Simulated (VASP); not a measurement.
## Ti: single point with PBEsol

Crystal: Ti.

```
Ti
1.0
     2.89787    0.00000    0.00000
    -1.44894    2.50963    0.00000
     0.00000    0.00000    4.59730
Ti
2
Direct
  0.33333 0.66667 0.25000
  0.66667 0.33333 0.75000
```

* Program: VASP 6.6.1
* Task: single point
* Functional: PBEsol
* Potentials or basis: VASP PAW PBE potentials, release 64 (Ti_sv)
* Cutoff: 520 eV
* k mesh: 18 × 18 × 10
* Occupations: gaussian, width 0.05 eV
* Spin: no spin polarisation

```yaml
Pressure: -0.2 GPa
Band_gap_on_the_k_mesh: zero (band 12 reaches 9.41 eV, above the bottom of band 13 at 8.29 eV)
```

Stress tensor (GPa, compression positive):
```
-0.12  0.00  0.00
 0.00 -0.12  0.00
 0.00  0.00 -0.37
```

Levels at points of the mesh, in eV from the Fermi level:
```csv
k point,band 9,band 10,band 11,band 12,band 13,band 14,band 15,band 16
"(0.00, 0.00, 0.00)",-6.31,-2.81,0.78,0.78,0.86,0.89,1.31,1.31
"(0.50, 0.00, 0.00)",-2.41,-2.29,-1.97,-0.59,0.47,0.64,1.21,3.51
"(0.00, 0.00, 0.50)",-4.41,-4.41,0.07,0.07,0.68,0.68,0.68,0.68
"(0.50, 0.00, 0.50)",-2.67,-2.67,-0.88,-0.88,1.43,1.43,1.79,1.79
```

Wall time 110 s on 1 thread of Intel(R) Xeon(R) Platinum 8175M CPU @ 2.50GHz (Skylake/Cascade Lake), on a shared host, peak memory 0.24 GiB.

Caveat: the PAW data sets were made with another functional, which shifts forces and pressure a little.
